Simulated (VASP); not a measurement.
Crystal: Ti.

```
CELL_PARAMETERS angstrom
4.60000 0.00000 0.00000
-2.30000 3.98372 0.00000
0.00000 0.00000 2.82000
ATOMIC_POSITIONS crystal
Ti 0.00000 0.00000 0.00000
Ti 0.33333 0.66667 0.50000
Ti 0.66667 0.33333 0.50000
```

- Program: VASP 6.6.1
- Task: relaxation of cell and atoms
- Functional: BLYP
- Dispersion: D3(BJ)
- Potentials or basis: VASP PAW PBE potentials, release 64 (Ti_sv)
- Cutoff: 600 eV
- k mesh: 8 × 8 × 11
- Occupations: gaussian, width 0.1 eV
- Spin: no spin polarisation

At the start: pressure -12.0 GPa; volume 17.23 Å³/atom.

Problem. Where does the relaxation end?

Solution. Over 10 steps the energy falls by 77.6 meV/atom and the volume is 15.35 Å³/atom (-10.9 %); space group P6/mmm (No. 191, to 0.05 Å).

The path:
| step | energy change (eV) | largest force (eV/Å) | pressure (GPa) | volume (Å³) |
| --- | --- | --- | --- | --- |
| 1 | 0.0000 | 0.0000 | -11.97 | 51.68 |
| 2 | -0.1177 | 0.0000 | 11.42 | 42.63 |
| 3 | -0.2315 | 0.0000 | -0.08 | 46.07 |
| 4 | -0.2314 | 0.0000 | 0.24 | 45.97 |
| 5 | -0.2328 | 0.0000 | 0.21 | 45.97 |
| 6 | -0.2328 | 0.0000 | 0.21 | 45.97 |
| 7 | -0.2328 | 0.0000 | 0.20 | 45.97 |
| 8 | -0.2328 | 0.0000 | 0.21 | 45.97 |
| 9 | -0.2328 | 0.0000 | -0.13 | 46.09 |
| 10 | -0.2328 | 0.0000 | -0.05 | 46.05 |

Final structure:
```xyz
3
Lattice="4.4055 0.0000 0.0000 -2.2027 3.8153 0.0000 0.0000 0.0000 2.7399" Properties=species:S:1:pos:R:3 pbc="T T T"
Ti    0.0000    0.0000    0.0000
Ti    0.0000    2.5435    1.3699
Ti    2.2027    1.2718    1.3699
```

Caveat: the PAW data sets were made with another functional, which shifts forces and pressure a little; the volume moved by -11 % from the deposited cell, more than functionals usually miss; pairwise dispersion overbinds metals, which lowers pressure and volume.
